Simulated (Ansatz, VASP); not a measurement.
# Two plane-wave programs on Sb

The input INCAR:

```
ALGO = Normal ; EDIFF = 1E-7
ENCUT = 520 ; GGA = PS
ISIF = 2 ; ISMEAR = 0
LASPH = T ; LCHARG = T
LELF = T ; LREAL = F
LVHAR = T ; LWAVE = F
NBANDS = 8 ; NELM = 100
PREC = Accurate ; SIGMA = 0.15
```

File KPOINTS:

```
k-points
0
Gamma
  18 18 18
```

File POSCAR:

```
Sb
1.0
   -1.7590604331      1.8713408863      1.8713408863
    1.7590604331     -1.8713408863      1.8713408863
    1.7590604331      1.8713408863     -1.8713408863
Sb
1
Direct
    0.0000000000      0.0000000000      0.0000000000
```

Input for Ansatz:

```yaml
crystal:
  lattice:
    - [-1.7590604331, 1.8713408863, 1.8713408863]
    - [1.7590604331, -1.8713408863, 1.8713408863]
    - [1.7590604331, 1.8713408863, -1.8713408863]
  atoms:
    - { symbol: Sb, position: [0.0, 0.0, 0.0] }
basis:
  ecutwfc: 420
kpoints:
  mp_grid: { grid: [18, 18, 18] }
hamiltonian:
  xc: pbesol
scf:
  occupations: { method: gaussian, width: 0.15 }
output:
  forces: true
  stress: true
  eigenvalues: true
```

Change from the starting cell: strain -0.0600 x Voigt [1, 0, 0, 0, 0, 0], atoms carried along.

Alike in both runs: task single point; functional PBEsol; k mesh 18 × 18 × 18; occupations gaussian, width 0.15 eV; no spin polarisation.

```csv
,VASP,Ansatz
version,VASP 6.6.1,Ansatz 0.2.0
potentials or method,"VASP PAW PBE potentials, release 64 (Sb), cutoff 520 eV","scalar-relativistic, plane waves, PAW"
valence electrons in the cell,5,15
```

Ansatz gave:

```
gap on the k mesh at the Fermi level (eV)                     : none
pressure (GPa)                                                : 4.2
traceless stress, the component that is largest in VASP (GPa) : 1.65
```

Which values does VASP return?

gap on the k mesh at the Fermi level (eV): none; pressure (GPa): 4.2; traceless stress, the component that is largest in VASP (GPa): 1.66.

VASP's potentials were made for PBE, not for PBEsol. A gap of «none» marks a metal or a gap that the smearing closes. VASP's potentials hold 5 valence electrons a cell and Ansatz's 15, so a difference there can come from the potentials and not from the codes.

Neither program's run includes spin-orbit coupling.
